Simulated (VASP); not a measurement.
Write the native input for VASP 6.6.1 that does the following.

```
Task                   : single point
Functional             : r2SCAN
Potentials or basis    : VASP PAW PBE potentials, release 64 (Ca_sv, O)
Cutoff                 : 520 eV
k mesh                 : 8 × 8 × 8
Occupations            : gaussian, width 0.05 eV
Spin                   : no spin polarisation
Dipole correction      : no
Further INCAR settings : ALGO = Normal; EDIFF = 1e-06; NBANDS = 15
```

Crystal: CaO.

```
Ca O
1.0
     0.00000    2.25308    2.35104
     2.25308    0.00000    2.35104
     2.25308    2.25308    0.00000
Ca O
1 1
Direct
  0.00000 0.00000 0.00000
  0.50000 0.50000 0.50000
```

This cell differs from its parent crystal: strain -0.080 along x and y, -0.040 along z.

These files were run (other wordings do the same):

POSCAR

```
CaO
1.0
    0.0000000000      2.2530800000      2.3510400000
    2.2530800000      0.0000000000      2.3510400000
    2.2530800000      2.2530800000      0.0000000000
Ca O
1 1
Direct
    0.0000000000      0.0000000000      0.0000000000
    0.5000000000      0.5000000000      0.5000000000
```

INCAR.step1

```
ALGO     = Normal         # electronic algorithm
EDIFF    = 1E-4           # SCF threshold, eV
ENCUT    = 520            # plane-wave cutoff, eV
GGA      = PE             # functional
ISMEAR   = 0              # smearing method
LASPH    = True           # aspherical terms in the spheres
LCHARG   = False          # write CHGCAR
LREAL    = False          # projectors in reciprocal space
LWAVE    = True           # write WAVECAR
NBANDS   = 15             # bands
NELM     = 60             # most SCF steps
PREC     = Accurate       # precision mode
SIGMA    = 0.05           # smearing width, eV
```

INCAR.step2

```
ALGO     = Normal         # electronic algorithm
EDIFF    = 1E-6           # SCF threshold, eV
ENCUT    = 520            # plane-wave cutoff, eV
ISIF     = 2              # what is computed and relaxed
ISMEAR   = 0              # smearing method
ISTART   = 1            
LASPH    = True           # aspherical terms in the spheres
LCHARG   = True           # write CHGCAR
LELF     = True           # ELF
LMIXTAU  = True         
LREAL    = False          # projectors in reciprocal space
LVHAR    = True         
LWAVE    = False          # write WAVECAR
METAGGA  = R2SCAN         # meta-GGA
NBANDS   = 15             # bands
NELM     = 60             # most SCF steps
PREC     = Accurate       # precision mode
SIGMA    = 0.05           # smearing width, eV
```

KPOINTS

```
k-points
0
Gamma
  8 8 8
```

Potentials or basis: VASP PAW PBE potentials, release 64 (Ca_sv, O).

Command:

```console
$ cat potpaw_PBE.64/Ca_sv/POTCAR potpaw_PBE.64/O/POTCAR > POTCAR
$ cp INCAR.step1 INCAR
$ mpirun -np 1 vasp_std > vasp.out
$ cp INCAR.step2 INCAR
$ mpirun -np 1 vasp_std > vasp.out
```

Results of the run:

The pressure is 25.6 GPa. The band gap on the k mesh is 3.98 eV, indirect (least direct gap 4.30 eV).

Caveat: the cell differs from its parent crystal (strain -0.080 along x and y, -0.040 along z); the PAW data sets were made with another functional, which shifts forces and pressure a little.

Run time: 40 s on 1 thread of Intel(R) Xeon(R) Platinum 8559C (Emerald Rapids) (shared host), peak memory 0.15 GiB.
